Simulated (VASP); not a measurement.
# Rb (I4/mmm) in VASP: a series of runs

Rb is run at these levels: PBE; tasks: single point, relaxation of cell and atoms.

All numbers are computed with VASP 6.6.1; they aren't measurements. Logs are shortened: lines on timing, memory, paths and dates and some standing lists are left out, and cuts for length are marked.

### 1 The cell of the first run

Symmetry: I4/mmm, No. 139, tetragonal system. Conventional cell: a = 5.809 Å, b = 5.809 Å, c = 5.395 Å, α = 90.00°, β = 90.00°, γ = 90.00°.

### 2 Single point, PBE

File INCAR:

```
SYSTEM = Rb
PREC = Accurate ; ENCUT = 520
EDIFF = 1E-6 ; ISMEAR = 0
SIGMA = 0.1 ; LREAL = .FALSE.
LASPH = .TRUE. ; NELM = 100
ALGO = Normal ; ISIF = 2
LWAVE = .FALSE. ; LCHARG = .FALSE.
GGA = PE ; NBANDS = 10
```

File KPOINTS:

```
Automatic mesh
0
G
  10 10 10
  0 0 0
```

File POSCAR:

```
Rb
1.0
   -2.9044479990      2.9044479990      2.6975767181
    2.9044479990     -2.9044479990      2.6975767181
    2.9044479990      2.9044479990     -2.6975767181
Rb
1
Direct
    0.0000000000      0.0000000000      0.0000000000
```

Potentials or basis: VASP PAW PBE potentials, release 64 (Rb_sv).

On the command line:

```sh
cat potpaw_PBE.64/Rb_sv/POTCAR > POTCAR
mpirun -np 1 vasp_std > vasp.out
```

OUTCAR:

```text
SYSTEM = Rb
   PREC = Accurate
   ENCUT = 520
   EDIFF = 1E-6
   ISMEAR = 0
   LREAL = .FALSE.
   LASPH = .TRUE.
   NELM = 100
   ISIF = 2
   GGA = PE

 ion  position               nearest neighbor table
   1  0.000  0.000  0.000-

  LATTYP: Found a body centered tetragonal cell.
 ALAT       =     5.8088959980
 C/A-ratio  =     0.9287743210

  Lattice vectors:

 A1 = (  -2.9044479990,   2.9044479990,   2.6975767181)
 A2 = (   2.9044479990,  -2.9044479990,   2.6975767181)
 A3 = (   2.9044479990,   2.9044479990,  -2.6975767181)

Analysis of symmetry for initial positions (statically):
=====================================================================
 Subroutine PRICEL returns:
 Original cell was already a primitive cell.

 Routine SETGRP: Setting up the symmetry group for a
 body centered tetragonal supercell.

 Subroutine GETGRP returns: Found 16 space group operations
 (whereof 16 operations were pure point group operations)
 out of a pool of 16 trial point group operations.

The static configuration has the point symmetry D_4h.

Analysis of symmetry for dynamics (positions and initial velocities):
=====================================================================
 Subroutine PRICEL returns:
 Original cell was already a primitive cell.

 Routine SETGRP: Setting up the symmetry group for a
 body centered tetragonal supercell.

 Subroutine GETGRP returns: Found 16 space group operations
 (whereof 16 operations were pure point group operations)
 out of a pool of 16 trial point group operations.

The dynamic configuration has the point symmetry D_4h.

 Subroutine INISYM returns: Found 16 space group operations
 (whereof 16 operations are pure point group operations),
 and found     1 'primitive' translations

----------------------------------------------------------------------------------------

                                     Primitive cell

  volume of cell :      91.0251

  direct lattice vectors                    reciprocal lattice vectors
    -2.904447999  2.904447999  2.697576718     0.000000000  0.172149751  0.185351540
     2.904447999 -2.904447999  2.697576718     0.172149751  0.000000000  0.185351540
     2.904447999  2.904447999 -2.697576718     0.172149751  0.172149751  0.000000000

  length of vectors
     4.914118080  4.914118080  4.914118080     0.252963891  0.252963891  0.243456513

  position of ions in fractional coordinates (direct lattice)
     0.000000000  0.000000000  0.000000000

  ion indices of the primitive-cell ions
   primitive index   ion index
                 1           1

----------------------------------------------------------------------------------------

 KPOINTS: Automatic mesh

Automatic generation of k-mesh.
 Grid dimensions read from file:
 generate k-points for:   10   10   10

 Generating k-lattice:

  Cartesian coordinates                     Fractional coordinates (reciprocal lattice)
     0.000000000  0.017214975  0.018535154     0.100000000 -0.000000000  0.000000000
     0.017214975  0.000000000  0.018535154    -0.000000000  0.100000000  0.000000000
     0.017214975  0.017214975  0.000000000     0.000000000  0.000000000  0.100000000

  Length of vectors
     0.025296389  0.025296389  0.024345651

  Shift w.r.t. Gamma in fractional coordinates (k-lattice)
     0.000000000  0.000000000  0.000000000

 Subroutine IBZKPT returns following result:
 ===========================================

 Found    102 irreducible k-points:

 Following reciprocal coordinates:
            Coordinates               Weight
  0.000000  0.000000  0.000000      1.000000
  0.100000 -0.000000  0.000000      8.000000
  0.200000 -0.000000  0.000000      8.000000
  0.300000 -0.000000  0.000000      8.000000
  0.400000 -0.000000  0.000000      8.000000
  0.500000 -0.000000  0.000000      4.000000
[... 16 lines left out ...]
  0.300000  0.300000  0.000000      8.000000
  0.400000  0.300000  0.000000     16.000000
 [... further k-points ...]
   k-points           NKPTS =    102   k-points in BZ     NKDIM =    102   number of bands    NBANDS=     10
   number of dos      NEDOS =    301   number of ions     NIONS =      1
   total plane-waves  NPLWV =  64000
   dimension x,y,z NGX =    40 NGY =   40 NGZ =   40
   dimension x,y,z NGXF=    80 NGYF=   80 NGZF=   80
   ions per type =               1
   NGX,Y,Z   is equivalent  to a cutoff of  13.53, 13.53, 13.53 a.u.
   NGXF,Y,Z  is equivalent  to a cutoff of  27.06, 27.06, 27.06 a.u.
 SYSTEM =  Rb
   PREC   = accura    normal or accurate (medium, high low for compatibility)
   ISTART =      0    job   : 0-new  1-cont  2-samecut
   ICHARG =      2    charge: 1-file 2-atom 10-const
   ISPIN  =      1    spin polarized calculation?
   LNONCOLLINEAR =      F non collinear calculations
   LSORBIT =      F    spin-orbit coupling
   LASPH  =      T    aspherical Exc in radial PAW
   ENCUT  =  520.0 eV  38.22 Ry    6.18 a.u.   9.14  9.14  9.14*2*pi/ulx,y,z
   NELM   =    100;   NELMIN=  2; NELMDL= -5     # of ELM steps
   EDIFF  = 0.1E-05   stopping-criterion for ELM
   LREAL  =      F    real-space projection
   EDIFFG = 0.1E-04   stopping-criterion for IOM
   NSW    =      0    number of steps for IOM
   IBRION =     -1    ionic relax: 0-MD 1-quasi-New 2-CG
   NFREE  =      0    steps in history (QN), initial steepest desc. (CG)
   ISIF   =      2    stress and relaxation
   ISYM   =      2    0-nonsym 1-usesym 2-fastsym
   POTIM  = 0.5000    time-step for ionic-motion
   TEBEG  =    0.0;   TEEND  =   0.0 temperature during run
   PSTRESS=    0.0 pullay stress
   NELECT =       9.0000    total number of electrons
   NUPDOWN=      -1.0000    fix difference up-down
   EMIN   =  10.00;   EMAX   =-10.00  energy-range for DOS
   EFERMI =   0.00;   METHOD = LEGACY
   ISMEAR =     0;   SIGMA  =   0.10  broadening in eV -4-tet -1-fermi 0-gaus
   EFERMI_NEDOS =   21; number of points for ismear=-14 and -15
   IALGO  =     38    algorithm
   IMIX   =      4    mixing-type and parameters
     AMIX     =   0.40;   BMIX     =  1.00
     AMIX_MAG =   1.60;   BMIX_MAG =  1.00
  volume/ion in A,a.u.               =      91.03       614.27
  Fermi-wavevector in a.u.,A,eV,Ry     =   0.757011  1.430543  7.797025  0.573065
  Thomas-Fermi vector in A             =   1.855260
   LORBIT       =      0    0 simple, 1 ext, 2 COOP (PROOUT), +10 PAW based schemes
   GGA     = PE    functional components
   LHFCALC =     F    Hartree Fock is set to
   AEXX    =    0.0000 exact exchange contribution
   IVDW    =     0    specifies the selected vdW correction
   LEPSILON=     F    determine dielectric tensor
   LRPA    =     F    only Hartree local field effects (RPA)
 non-spin polarized calculation
 Gauss-broadening in eV      SIGMA  =   0.10
  energy-cutoff  :      520.00
  volume of cell :       91.03
 maximum number of plane-waves:      2470
 NGX is ok and might be reduce to    40
   NGX = 19   NGY = 19   NGZ = 19

 number of electron       9.0000000 magnetization

 Free energy of the ion-electron system (eV)
  ---------------------------------------------------
  ext. energy  EPLUGINS =         0.00000000
  ---------------------------------------------------
  free energy    TOTEN  =        -0.93614003 eV

  energy without entropy =       -0.93075051  energy(sigma->0) =       -0.93344527

 E-fermi :   0.0032     XC(G=0):  -5.4657

 val. band max:       -0.0113528750   @ k =   0.5000   0.2000   0.0000
 cond. band min:       0.0062584662   @ k =  -0.4000   0.4000   0.2000
 fundamental gap:      0.0176113412
 Fermi energy:         0.0032110774

 k-point     1 :       0.0000    0.0000    0.0000
  band No.  band energies     occupation
      1     -28.8923      2.00000
      2     -12.9346      2.00000
      3     -12.9346      2.00000
      4     -12.9344      2.00000
      5      -1.9604      2.00000
      6       3.4473      0.00000
      7       3.8365      0.00000
      8       3.8365      0.00000
      9       4.3549      0.00000
     10       4.8856      0.00000

 k-point     2 :       0.1000   -0.0000    0.0000
  band No.  band energies     occupation
      1     -28.8919      2.00000
      2     -12.9438      2.00000
      3     -12.9378      2.00000
      4     -12.9348      2.00000
      5      -1.8391      2.00000
      6       3.3854      0.00000
      7       3.6137      0.00000
      8       3.8228      0.00000
      9       4.3127      0.00000
     10       4.6825      0.00000

 k-point     3 :       0.2000   -0.0000    0.0000
  band No.  band energies     occupation
      1     -28.8908      2.00000
      2     -12.9680      2.00000
      3     -12.9461      2.00000
      4     -12.9356      2.00000
      5      -1.4863      2.00000
      6       2.9330      0.00000
      7       3.0898      0.00000
      8       4.0662      0.00000
      9       4.4014      0.00000
     10       4.5592      0.00000

 k-point     4 :       0.3000   -0.0000    0.0000
  band No.  band energies     occupation
      1     -28.8895      2.00000
      2     -12.9975      2.00000
      3     -12.9563      2.00000
      4     -12.9365      2.00000
      5      -0.9359      2.00000
      6       2.1601      0.00000
      7       2.7678      0.00000
      8       4.5228      0.00000
      9       4.5549      0.00000
     10       4.6012      0.00000
[... 222 lines left out ...]
 k-point    22 :      -0.2000    0.2000    0.0000
  band No.  band energies     occupation
      1     -28.8909      2.00000
      2     -12.9682      2.00000
      3     -12.9440      2.00000
      4     -12.9336      2.00000
      5      -1.5216      2.00000
      6       2.7071      0.00000
      7       3.4119      0.00000
      8       4.1270      0.00000
      9       4.2714      0.00000
     10       4.7009      0.00000

 k-point    23 :       0.3000    0.3000    0.0000
  band No.  band energies     occupation
      1     -28.8876      2.00000
      2     -13.0098      2.00000
      3     -12.9894      2.00000
      4     -12.9480      2.00000
      5       0.7981      0.00000
      6       1.2239      0.00000
      7       1.5174      0.00000
      8       3.9753      0.00000
      9       4.5044      0.00000
     10       5.1930      0.00000

 k-point    24 :       0.4000    0.3000    0.0000
  band No.  band energies     occupation
      1     -28.8877      2.00000
      2     -13.0081      2.00000
      3     -12.9902      2.00000
      4     -12.9461      2.00000
      5       0.6431      0.00000
      6       1.2780      0.00000
      7       1.5907      0.00000
      8       3.9980      0.00000
      9       4.6485      0.00000
     10       4.9912      0.00000

 [... further k-points ...]

------------------------ aborting loop because EDIFF is reached ----------------------------------------

  FORCE on cell =-STRESS in cart. coord.  units (eV):
  Direction    XX          YY          ZZ          XY          YZ          ZX
  --------------------------------------------------------------------------------------
  -------------------------------------------------------------------------------------
  Total        0.0026087      0.0026087      0.0112947      0.0000000      0.0000000      0.0000000
  in kB        0.0459167      0.0459167      0.1988035      0.0000000      0.0000000      0.0000000
  external PRESSURE =       0.0968790 kB  Pullay stress =       0.0000000 kB

 VOLUME and BASIS-vectors are now :
 -----------------------------------------------------------------------------
  energy-cutoff  :      520.00
  volume of cell :       91.03
      direct lattice vectors                 reciprocal lattice vectors
    -2.904447999  2.904447999  2.697576718     0.000000000  0.172149751  0.185351540
     2.904447999 -2.904447999  2.697576718     0.172149751  0.000000000  0.185351540
     2.904447999  2.904447999 -2.697576718     0.172149751  0.172149751  0.000000000

 POSITION                                       TOTAL-FORCE (eV/Angst)
 -----------------------------------------------------------------------------------
      0.00000      0.00000      0.00000         0.000000      0.000000     -0.000000
 -----------------------------------------------------------------------------------
    total drift:                               -0.000000     -0.000000     -0.000000

  FREE ENERGIE OF THE ION-ELECTRON SYSTEM (eV)
  ---------------------------------------------------
  free  energy   TOTEN  =        -0.9361400283 eV

  energy  without entropy=       -0.9307505101  energy(sigma->0) =       -0.93344527
```

Wall time 72 s (1 thread of Intel Xeon Platinum 8259CL at 2.50GHz (Skylake/Cascade Lake), shared host); peak memory 0.28 GiB.

What came out:

```yaml
Free_energy: -0.9361 eV
Pressure: 0.0 GPa
```

### 3 Single point, PBE

File INCAR:

```
SYSTEM = Rb
ALGO = Normal
EDIFF = 1E-6
ENCUT = 520
GGA = PE
ISIF = 2
ISMEAR = 0
LASPH = .TRUE.
LCHARG = .FALSE.
LREAL = .FALSE.
LWAVE = .FALSE.
NBANDS = 10
NELM = 100
PREC = Accurate
SIGMA = 0.1
```

File KPOINTS:

```
k-points
0
G
  10 10 10
  0 0 0
```

POSCAR is that of step 2.

Potentials or basis: VASP PAW PBE potentials, release 64 (Rb_sv).

On the command line:

```sh
cat potpaw_PBE.64/Rb_sv/POTCAR > POTCAR
mpirun -np 1 vasp_std > vasp.out
```

OUTCAR:

```text
SYSTEM = Rb
   EDIFF = 1E-6
   ENCUT = 520
   GGA = PE
   ISIF = 2
   ISMEAR = 0
   LASPH = .TRUE.
   LREAL = .FALSE.
   NELM = 100
   PREC = Accurate

 ion  position               nearest neighbor table
   1  0.000  0.000  0.000-

  LATTYP: Found a body centered tetragonal cell.
 ALAT       =     5.8088959980
 C/A-ratio  =     0.9287743210

  Lattice vectors:

 A1 = (  -2.9044479990,   2.9044479990,   2.6975767181)
 A2 = (   2.9044479990,  -2.9044479990,   2.6975767181)
 A3 = (   2.9044479990,   2.9044479990,  -2.6975767181)

Analysis of symmetry for initial positions (statically):
=====================================================================
 Subroutine PRICEL returns:
 Original cell was already a primitive cell.

 Routine SETGRP: Setting up the symmetry group for a
 body centered tetragonal supercell.

 Subroutine GETGRP returns: Found 16 space group operations
 (whereof 16 operations were pure point group operations)
 out of a pool of 16 trial point group operations.

The static configuration has the point symmetry D_4h.
[... 156 lines left out ...]
  free energy    TOTEN  =        -0.93614003 eV

  energy without entropy =       -0.93075051  energy(sigma->0) =       -0.93344527

 E-fermi :   0.0032     XC(G=0):  -5.4657

 val. band max:       -0.0113528750   @ k =   0.5000   0.2000   0.0000
 cond. band min:       0.0062584662   @ k =  -0.4000   0.4000   0.2000
 fundamental gap:      0.0176113412
 Fermi energy:         0.0032110774

 k-point     1 :       0.0000    0.0000    0.0000
  band No.  band energies     occupation
      1     -28.8923      2.00000
      2     -12.9346      2.00000
      3     -12.9346      2.00000
      4     -12.9344      2.00000
      5      -1.9604      2.00000
      6       3.4473      0.00000
      7       3.8365      0.00000
      8       3.8365      0.00000
      9       4.3549      0.00000
     10       4.8856      0.00000
[... 287 lines left out ...]
 k-point    24 :       0.4000    0.3000    0.0000
  band No.  band energies     occupation
      1     -28.8877      2.00000
      2     -13.0081      2.00000
      3     -12.9902      2.00000
      4     -12.9461      2.00000
      5       0.6431      0.00000
      6       1.2780      0.00000
      7       1.5907      0.00000
      8       3.9980      0.00000
      9       4.6485      0.00000
     10       4.9912      0.00000

 [... further k-points ...]
[... 5 lines left out ...]
  --------------------------------------------------------------------------------------
  -------------------------------------------------------------------------------------
  Total        0.0026087      0.0026087      0.0112947      0.0000000      0.0000000      0.0000000
  in kB        0.0459167      0.0459167      0.1988035      0.0000000      0.0000000      0.0000000
  external PRESSURE =       0.0968790 kB  Pullay stress =       0.0000000 kB

 VOLUME and BASIS-vectors are now :
 -----------------------------------------------------------------------------
  energy-cutoff  :      520.00
  volume of cell :       91.03
      direct lattice vectors                 reciprocal lattice vectors
    -2.904447999  2.904447999  2.697576718     0.000000000  0.172149751  0.185351540
     2.904447999 -2.904447999  2.697576718     0.172149751  0.000000000  0.185351540
     2.904447999  2.904447999 -2.697576718     0.172149751  0.172149751  0.000000000

 POSITION                                       TOTAL-FORCE (eV/Angst)
 -----------------------------------------------------------------------------------
      0.00000      0.00000      0.00000         0.000000      0.000000     -0.000000
 -----------------------------------------------------------------------------------
    total drift:                               -0.000000     -0.000000     -0.000000

  FREE ENERGIE OF THE ION-ELECTRON SYSTEM (eV)
  ---------------------------------------------------
  free  energy   TOTEN  =        -0.9361400283 eV

  energy  without entropy=       -0.9307505101  energy(sigma->0) =       -0.93344527
```

stdout:

```text
POSCAR found type information on POSCAR Rb
 POSCAR found :  1 types and       1 ions
 scaLAPACK will be used
 LDA part: xc-table for (Slater+PW92), standard interpolation
 POSCAR, INCAR and KPOINTS ok, starting setup
 FFT: planning ... GRIDC
 FFT: planning ... GRID_SOFT
 FFT: planning ... GRID
 WAVECAR not read
 entering main loop
```

Run time: 81 s. Hardware: 1 thread of Intel Xeon Platinum 8259CL at 2.50GHz (Skylake/Cascade Lake), shared host; peak memory 0.28 GiB.

What came out:

- Free energy: -0.9361 eV
- Pressure: 0.0 GPa

Levels at points of the mesh, in eV from the Fermi level:
```tsv
k point	band 1	band 2	band 3	band 4	band 5	band 6	band 7	band 8	band 9
(0.00, 0.00, 0.00)	-28.90	-12.94	-12.94	-12.94	-1.96	3.44	3.83	3.83	4.35
(0.50, 0.00, 0.00)	-28.89	-13.03	-12.97	-12.94	0.30	0.85	2.47	4.30	5.06
(0.50, 0.50, 0.00)	-28.89	-13.03	-12.97	-12.93	0.16	0.68	2.87	4.09	5.05
(0.50, 0.50, 0.50)	-28.89	-13.01	-13.01	-13.00	1.17	1.35	3.02	3.02	3.76
```

[end of part 1 of 2]
